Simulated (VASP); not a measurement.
# Si62P (a cell with a defect) in VASP: single point with PBE

Aim: the single point of Si62P (a cell with a defect) with PBE.

Program: VASP 6.6.1. These are calculated values, not measurements. Logs are shortened: lines on timing, memory, paths and dates and some standing lists are left out, and cuts for length are marked.

## (1) The cell of the first run

The cell holds a defect, 63 atoms: a = 10.860 Å, b = 10.860 Å, c = 10.860 Å, α = 90.00°, β = 90.00°, γ = 90.00°.

## (2) Single point, PBE

INCAR reads:

```
SYSTEM = Si62P
ALGO     = Normal         ! electronic algorithm
EDIFF    = 1E-6           ! SCF threshold, eV
ENCUT    = 520            ! plane-wave cutoff, eV
GGA      = PE             ! functional
ISIF     = 2              ! what is computed and relaxed
ISMEAR   = 0              ! smearing method
LASPH    = .TRUE.         ! aspherical terms in the spheres
LCHARG   = .FALSE.        ! write CHGCAR
LREAL    = Auto         
LWAVE    = .FALSE.        ! write WAVECAR
NBANDS   = 164            ! bands
NELECT   = 252.0        
NELM     = 60             ! most SCF steps
PREC     = Accurate       ! precision mode
SIGMA    = 0.05           ! smearing width, eV
```

KPOINTS reads:

```
k-points
0
G
  1 1 1
  0 0 0
```

POSCAR reads:

```
Si62P
1.0
   10.8600000000      0.0000000000      0.0000000000
    0.0000000000     10.8600000000      0.0000000000
    0.0000000000      0.0000000000     10.8600000000
Si P
62 1
Direct
    0.5000416206      0.0008054328     -0.0000417127
    0.6253966851      0.1246257827      0.1262269797
    0.7502366483      0.2503350829     -0.0007912523
    0.8757687845      0.3758783610      0.1247030387
    0.7480620626      0.0006138122      0.2524779926
    0.8753366483      0.1260522099      0.3747087477
   -0.0029018416     -0.0005455801     -0.0019261510
    0.1255991713      0.1243181400      0.1260905157
    0.2506809392      0.2493497238      0.0019149171
    0.3769134438      0.3653440147      0.1345741252
    0.4978151934      0.4945383978      0.0059094843
    0.6248098527      0.6280744936      0.1245048803
    0.7482618785      0.7524614180     -0.0026135359
    0.8740870166      0.8725596685      0.1260207182
    0.2570539595      0.0065300184      0.2574351750
    0.5015420810      0.2400805709      0.2627815838
    0.6269516575      0.3776877532      0.3745006446
    0.7503998158      0.5034659300      0.2474785451
    0.8760128913      0.6256202578      0.3753487109
    0.6172069061      0.1276884899      0.6148760589
    0.7502966851      0.2522742173      0.4981580110
    0.8770624309      0.3749320442      0.6284337017
    0.7405893186      0.0036697053      0.7407058932
    0.8716370166      0.1239612339      0.8705812155
    0.0001018416      0.5007431860     -0.0005804788
    0.1263465009      0.6234170350      0.1261092081
    0.2490376611      0.7509023941      0.0012350829
    0.3740360958      0.8787139963      0.1268149171
    0.0002514733      0.2503944751      0.2492491713
    0.1304330571      0.3688429098      0.3755038674
    0.2507890424      0.4972199816      0.2504939227
    0.3749294659      0.6241408840      0.3744104972
    0.4971512891      0.7536492634      0.2519482505
    0.6205552486      0.8789940147      0.3786229282
   -0.0010559853      0.0002820442      0.5001026703
    0.1286815838      0.1236524862      0.6218476980
    0.2617659300      0.2403422652      0.4952290976
    0.3738392265      0.3751893186      0.6232515654
    0.5002306630      0.5004237569      0.4999900552
    0.6247304788      0.6254591160      0.6247947514
    0.7460358195      0.7527299263      0.4982832413
    0.8713009208      0.8769613260      0.6235897790
    0.2530821363      0.0006139963      0.7478826888
    0.3755641805      0.1258870166      0.8751307551
    0.4977412523      0.2509195212      0.7476216390
    0.6265665746      0.3754744936      0.8751144567
    0.7500845304      0.5013982505      0.7496837017
    0.8752719153      0.6260744936      0.8752040516
    0.0017065378      0.7505846225      0.2503162983
    0.1270868324      0.8785808471      0.3753966851
    0.0018848066      0.4976009208      0.4987124309
    0.1242713628      0.6267791897      0.6257175875
    0.2512632597      0.7514285451      0.4977585635
    0.3751638122      0.8686799263      0.6289783610
    0.0026133517      0.2484939227      0.7496503683
    0.1263251381      0.3744459484      0.8765848066
    0.2480451197      0.5004953959      0.7495059853
    0.3734953959      0.6204404236      0.8801771639
    0.4986329650      0.7464684162      0.7527699816
    0.6233753223      0.8773331492      0.8722673112
   -0.0028813996      0.7523324125      0.7481145488
    0.1252891344      0.8736191529      0.8735184162
    0.4058745856      0.1035927256      0.4019030387
```

Potentials or basis: VASP PAW PBE potentials, release 64 (Si, P).

Run with:

```bash
$ cat potpaw_PBE.64/Si/POTCAR potpaw_PBE.64/P/POTCAR > POTCAR
$ mpirun -np 1 vasp_gam > vasp.out
```

OUTCAR:

```text
SYSTEM = Si62P
   EDIFF = 1E-6
   ENCUT = 520
   GGA = PE
   ISIF = 2
   ISMEAR = 0
   LASPH = .TRUE.
   LREAL = Auto
   NELECT = 252.0
   NELM = 60
   PREC = Accurate

 ion  position               nearest neighbor table
   1  0.500  0.001  1.000-  44 2.35  60 2.35  28 2.35   2 2.35
   2  0.625  0.125  0.126-   5 2.34   1 2.35  16 2.36   3 2.37
   3  0.750  0.250  0.999-  46 2.34  24 2.36   4 2.36   2 2.37
   4  0.876  0.376  0.125-  25 2.35  29 2.35  18 2.36   3 2.36
   5  0.748  0.001  0.252-   2 2.34   6 2.35  34 2.35  14 2.39
   6  0.875  0.126  0.375-  29 2.35  21 2.35  35 2.35   5 2.35
[... 45 lines left out ...]
  52  0.124  0.627  0.626-  57 2.34  61 2.35  51 2.37  53 2.38
  53  0.251  0.751  0.498-  54 2.34  50 2.34  32 2.35  52 2.38
  54  0.375  0.869  0.629-  59 2.32  53 2.34  43 2.34
  55  0.003  0.248  0.750-  22 2.34  56 2.36  24 2.36  36 2.37
  56  0.126  0.374  0.877-   9 2.35  57 2.35  25 2.35  55 2.36
  57  0.248  0.500  0.750-  52 2.34  56 2.35  58 2.36  38 2.37
  58  0.373  0.620  0.880-  11 2.36  27 2.36  57 2.36  59 2.37
  59  0.499  0.746  0.753-  54 2.32  40 2.35  60 2.35  58 2.37
  60  0.623  0.877  0.872-   1 2.35  13 2.35  59 2.35  23 2.35
  61  0.997  0.752  0.748-  62 2.35  42 2.35  52 2.35  48 2.35
  62  0.125  0.874  0.874-  27 2.35  61 2.35   7 2.37  43 2.39
  63  0.406  0.104  0.402-  16 2.36  37 2.38  15 2.49

  LATTYP: Found a simple cubic cell.
 ALAT       =    10.8600000000

  Lattice vectors:

 A1 = (  10.8600000000,   0.0000000000,   0.0000000000)
 A2 = (   0.0000000000,  10.8600000000,   0.0000000000)
 A3 = (   0.0000000000,   0.0000000000,  10.8600000000)

Analysis of symmetry for initial positions (statically):
=====================================================================
 Subroutine PRICEL returns:
 Original cell was already a primitive cell.

 Routine SETGRP: Setting up the symmetry group for a
 simple cubic supercell.

 Subroutine GETGRP returns: Found  1 space group operations
 (whereof  1 operations were pure point group operations)
 out of a pool of 48 trial point group operations.

The static configuration has the point symmetry C_1 .

Analysis of symmetry for dynamics (positions and initial velocities):
=====================================================================
 Subroutine PRICEL returns:
 Original cell was already a primitive cell.

 Routine SETGRP: Setting up the symmetry group for a
 simple cubic supercell.

 Subroutine GETGRP returns: Found  1 space group operations
 (whereof  1 operations were pure point group operations)
 out of a pool of 48 trial point group operations.

The dynamic configuration has the point symmetry C_1 .

 Subroutine INISYM returns: Found  1 space group operations
 (whereof  1 operations are pure point group operations),
 and found     1 'primitive' translations

----------------------------------------------------------------------------------------

                                     Primitive cell

  volume of cell :    1280.8241

  direct lattice vectors                    reciprocal lattice vectors
    10.860000000  0.000000000  0.000000000     0.092081031  0.000000000  0.000000000
     0.000000000 10.860000000  0.000000000     0.000000000  0.092081031  0.000000000
     0.000000000  0.000000000 10.860000000     0.000000000  0.000000000  0.092081031

  length of vectors
    10.860000000 10.860000000 10.860000000     0.092081031  0.092081031  0.092081031

  position of ions in fractional coordinates (direct lattice)
     0.500041621  0.000805433  0.999958287
     0.625396685  0.124625783  0.126226980
     0.750236648  0.250335083  0.999208748
     0.875768784  0.375878361  0.124703039
     0.748062063  0.000613812  0.252477993
     0.875336648  0.126052210  0.374708748
[... 55 lines left out ...]
     0.125289134  0.873619153  0.873518416
     0.405874586  0.103592726  0.401903039

  ion indices of the primitive-cell ions
   primitive index   ion index
                 1           1
                 2           2
                 3           3
                 4           4
                 5           5
                 6           6
[... 55 lines left out ...]
                62          62
                63          63

----------------------------------------------------------------------------------------

 KPOINTS: k-points

Automatic generation of k-mesh.
 Grid dimensions read from file:
 generate k-points for:    1    1    1

 Generating k-lattice:

  Cartesian coordinates                     Fractional coordinates (reciprocal lattice)
     0.092081031  0.000000000  0.000000000     1.000000000  0.000000000  0.000000000
     0.000000000  0.092081031  0.000000000     0.000000000  1.000000000  0.000000000
     0.000000000  0.000000000  0.092081031     0.000000000  0.000000000  1.000000000

  Length of vectors
     0.092081031  0.092081031  0.092081031

  Shift w.r.t. Gamma in fractional coordinates (k-lattice)
     0.000000000  0.000000000  0.000000000

 Subroutine IBZKPT returns following result:
 ===========================================

 Found      1 irreducible k-points:

 Following reciprocal coordinates:
            Coordinates               Weight
  0.000000  0.000000  0.000000      1.000000
   k-points           NKPTS =      1   k-points in BZ     NKDIM =      1   number of bands    NBANDS=    164
   number of dos      NEDOS =    301   number of ions     NIONS =     63
   total plane-waves  NPLWV = 592704
   dimension x,y,z NGX =    84 NGY =   84 NGZ =   84
   dimension x,y,z NGXF=   168 NGYF=  168 NGZF=  168
   ions per type =              62   1
   NGX,Y,Z   is equivalent  to a cutoff of  12.86, 12.86, 12.86 a.u.
   NGXF,Y,Z  is equivalent  to a cutoff of  25.72, 25.72, 25.72 a.u.
 SYSTEM =  Si62P
   PREC   = accura    normal or accurate (medium, high low for compatibility)
   ISTART =      0    job   : 0-new  1-cont  2-samecut
   ICHARG =      2    charge: 1-file 2-atom 10-const
   ISPIN  =      1    spin polarized calculation?
   LNONCOLLINEAR =      F non collinear calculations
   LSORBIT =      F    spin-orbit coupling
   LASPH  =      T    aspherical Exc in radial PAW
   ENCUT  =  520.0 eV  38.22 Ry    6.18 a.u.  20.19 20.19 20.19*2*pi/ulx,y,z
   NELM   =     60;   NELMIN=  2; NELMDL= -5     # of ELM steps
   EDIFF  = 0.1E-05   stopping-criterion for ELM
   LREAL  =      T    real-space projection
   EDIFFG = 0.1E-04   stopping-criterion for IOM
   NSW    =      0    number of steps for IOM
   IBRION =     -1    ionic relax: 0-MD 1-quasi-New 2-CG
   NFREE  =      0    steps in history (QN), initial steepest desc. (CG)
   ISIF   =      2    stress and relaxation
   ISYM   =      2    0-nonsym 1-usesym 2-fastsym
   POTIM  = 0.5000    time-step for ionic-motion
   TEBEG  =    0.0;   TEEND  =   0.0 temperature during run
   PSTRESS=    0.0 pullay stress
   NELECT =     252.0000    total number of electrons
   NUPDOWN=      -1.0000    fix difference up-down
   EMIN   =  10.00;   EMAX   =-10.00  energy-range for DOS
   EFERMI =   0.00;   METHOD = LEGACY
   ISMEAR =     0;   SIGMA  =   0.05  broadening in eV -4-tet -1-fermi 0-gaus
   EFERMI_NEDOS =   21; number of points for ismear=-14 and -15
   IALGO  =     38    algorithm
   IMIX   =      4    mixing-type and parameters
     AMIX     =   0.40;   BMIX     =  1.00
     AMIX_MAG =   1.60;   BMIX_MAG =  1.00
  volume/ion in A,a.u.               =      20.33       137.20
  Fermi-wavevector in a.u.,A,eV,Ry     =   0.952164  1.799329 12.335269  0.906617
  Thomas-Fermi vector in A             =   2.080702
   LORBIT       =      0    0 simple, 1 ext, 2 COOP (PROOUT), +10 PAW based schemes
   GGA     = PE    functional components
   LHFCALC =     F    Hartree Fock is set to
   AEXX    =    0.0000 exact exchange contribution
   IVDW    =     0    specifies the selected vdW correction
   LEPSILON=     F    determine dielectric tensor
   LRPA    =     F    only Hartree local field effects (RPA)
 non-spin polarized calculation
 Gauss-broadening in eV      SIGMA  =   0.05
  energy-cutoff  :      520.00
  volume of cell :     1280.82
 maximum number of plane-waves:     17229
 NGX is ok and might be reduce to    84
   NGX = 41   NGY = 41   NGZ = 41

 number of electron     251.9999994 magnetization

 Free energy of the ion-electron system (eV)
  ---------------------------------------------------
  ext. energy  EPLUGINS =         0.00000000
  ---------------------------------------------------
  free energy    TOTEN  =      -338.65566721 eV

  energy without entropy =     -338.65566721  energy(sigma->0) =     -338.65566721

 E-fermi :   6.0372     XC(G=0):  -9.3231

 val. band max:        5.8217460196   @ k =   0.0000   0.0000   0.0000
 cond. band min:       6.2527740557   @ k =   0.0000   0.0000   0.0000
 fundamental gap:      0.4310280361
 Fermi energy:         6.0372033643

 k-point     1 :       0.0000    0.0000    0.0000
  band No.  band energies     occupation
      1      -6.2567      2.00000
      2      -5.5890      2.00000
      3      -5.1416      2.00000
      4      -5.1304      2.00000
      5      -5.1199      2.00000
      6      -5.1161      2.00000
[... 130 lines left out ...]
    137       6.8816      0.00000
    138       6.9434      0.00000
 [bands above 138 left out]

------------------------ aborting loop because EDIFF is reached ----------------------------------------

  FORCE on cell =-STRESS in cart. coord.  units (eV):
  Direction    XX          YY          ZZ          XY          YZ          ZX
  --------------------------------------------------------------------------------------
  -------------------------------------------------------------------------------------
  Total        2.2027523      4.3512051      2.4791968     -3.3485524     -4.9787825      2.3767304
  in kB        2.7554135      5.4429038      3.1012167     -4.1886899     -6.2279377      2.9730418
  external PRESSURE =       3.7665113 kB  Pullay stress =       0.0000000 kB

 VOLUME and BASIS-vectors are now :
 -----------------------------------------------------------------------------
  energy-cutoff  :      520.00
  volume of cell :     1280.82
      direct lattice vectors                 reciprocal lattice vectors
    10.860000000  0.000000000  0.000000000     0.092081031  0.000000000  0.000000000
     0.000000000 10.860000000  0.000000000     0.000000000  0.092081031  0.000000000
     0.000000000  0.000000000 10.860000000     0.000000000  0.000000000  0.092081031

 POSITION                                       TOTAL-FORCE (eV/Angst)
 -----------------------------------------------------------------------------------
      5.43045      0.00875     10.85955         0.001171     -0.006384      0.002553
      6.79181      1.35344      1.37082        -0.036298     -0.012696      0.025631
      8.14757      2.71864     10.85141        -0.003686     -0.027614      0.021776
      9.51085      4.08204      1.35428        -0.008469     -0.003680     -0.005112
      8.12395      0.00667      2.74191        -0.005913      0.004439      0.023793
      9.50616      1.36893      4.06934         0.020394     -0.003052      0.000025
[... 55 lines left out ...]
      1.36064      9.48750      9.48641         0.009287     -0.013438      0.011950
      4.40780      1.12502      4.36467        -0.972558      0.326667     -0.723311
 -----------------------------------------------------------------------------------
    total drift:                                0.016028      0.008101     -0.015107

  FREE ENERGIE OF THE ION-ELECTRON SYSTEM (eV)
  ---------------------------------------------------
  free  energy   TOTEN  =      -338.6556672117 eV

  energy  without entropy=     -338.6556672112  energy(sigma->0) =     -338.65566721
```

Wall time 9.5 min (1 thread of Oxide Virtual Turin-like, shared host); peak memory 0.98 GiB.

What came out:

```
Free energy   : -338.6557 eV
Largest force : 1.255 eV/Å
```

Forces on the atoms (eV/Å):
```
Si   0.001 -0.006  0.003
Si  -0.036 -0.013  0.026
Si  -0.004 -0.028  0.022
Si  -0.008 -0.004 -0.005
Si  -0.006  0.004  0.024
Si   0.020 -0.003  0.000
Si   0.082  0.009  0.070
Si   0.076  0.019  0.069
Si  -0.015  0.006 -0.024
Si  -0.037  0.094 -0.098
Si   0.022  0.030 -0.048
Si   0.017 -0.020  0.021
Si   0.018 -0.014  0.024
Si   0.001  0.004  0.015
Si   0.169  0.118  0.132
Si  -0.140  0.109 -0.155
Si  -0.057 -0.049  0.013
Si  -0.003 -0.040  0.034
Si   0.038 -0.034 -0.005
Si   0.215 -0.116  0.251
Si  -0.038 -0.068 -0.007
Si  -0.023 -0.027 -0.010
Si   0.144 -0.043  0.147
Si   0.083  0.011  0.088
Si   0.005 -0.003  0.003
Si  -0.015  0.009 -0.002
Si   0.030 -0.002  0.014
Si  -0.002  0.006  0.008
Si   0.002  0.002 -0.011
Si  -0.028  0.029 -0.018
Si  -0.005  0.025 -0.004
Si  -0.001  0.000  0.004
Si   0.007  0.004  0.006
Si   0.152 -0.161  0.025
Si   0.017  0.003 -0.006
Si  -0.003  0.007  0.002
Si  -0.080  0.080 -0.046
Si   0.008  0.003 -0.007
Si   0.004  0.016  0.006
Si   0.015 -0.028  0.017
Si   0.090 -0.079  0.034
Si   0.044 -0.006  0.007
Si   0.000  0.009  0.008
Si  -0.003 -0.005  0.014
Si  -0.004 -0.046 -0.027
Si   0.006 -0.034 -0.004
Si   0.008 -0.024  0.011
Si  -0.003 -0.003  0.003
Si   0.018  0.013  0.017
Si   0.030  0.019 -0.016
Si   0.013 -0.020 -0.001
Si   0.012 -0.011  0.021
Si   0.000 -0.001  0.000
Si   0.034 -0.019  0.032
Si   0.001 -0.015 -0.007
Si  -0.018 -0.001 -0.010
Si   0.034 -0.012  0.006
Si  -0.004  0.024 -0.017
Si   0.044 -0.005  0.012
Si   0.016 -0.018  0.039
Si   0.019 -0.012  0.013
Si   0.009 -0.013  0.012
P   -0.973  0.327 -0.723
```

Caveat: the k points lie up to 0.58 Å⁻¹ apart; the cell carries a net charge on a neutralising background, which shifts energy and pressure; the cell is charged against a uniform background, so pressure and absolute levels hang on convention.
